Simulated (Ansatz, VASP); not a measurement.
## Ga4BAs3: VASP beside Ansatz

```
Ga B As
1.0
     3.79560    2.19139    3.35105
    -3.79560    2.19139    3.35105
     0.00000   -4.38278    3.35105
Ga B As
4 1 3
Direct
  0.25322 0.77877 0.25322
  0.95168 0.95168 0.95168
  0.77877 0.25322 0.25322
  0.25322 0.25322 0.77877
  0.74009 0.74009 0.74009
  0.52178 0.52178 0.97946
  0.52178 0.97946 0.52178
  0.97946 0.52178 0.52178
```

Alike in both runs: task relaxation of cell and atoms; functional PBE; k mesh 6 × 6 × 6; occupations gaussian, width 0.1 eV; no spin polarisation.

```csv
,VASP,Ansatz
version,VASP 6.6.1,Ansatz 0.2.0
potentials or method,"VASP PAW PBE potentials, release 64 (Ga_d, B, As), cutoff 600 eV","scalar-relativistic, plane waves, PAW"
valence electrons in the cell,70,100
```

|  | VASP | Ansatz | Ansatz less VASP |
| --- | --- | --- | --- |
| gap on the k mesh at the Fermi level, each at its own relaxed structure (eV) | none | none | - |
| relaxed volume (Å³/atom) | 21.01 | 20.97 | -0.039 |
| relaxed cell length with the largest relative difference (Å) | 5.528 | 5.524 | -0.0035 |

A gap of «none» marks a metal or a gap that the smearing closes. VASP's potentials hold 70 valence electrons a cell and Ansatz's 100, so a difference there can come from the potentials and not from the codes.
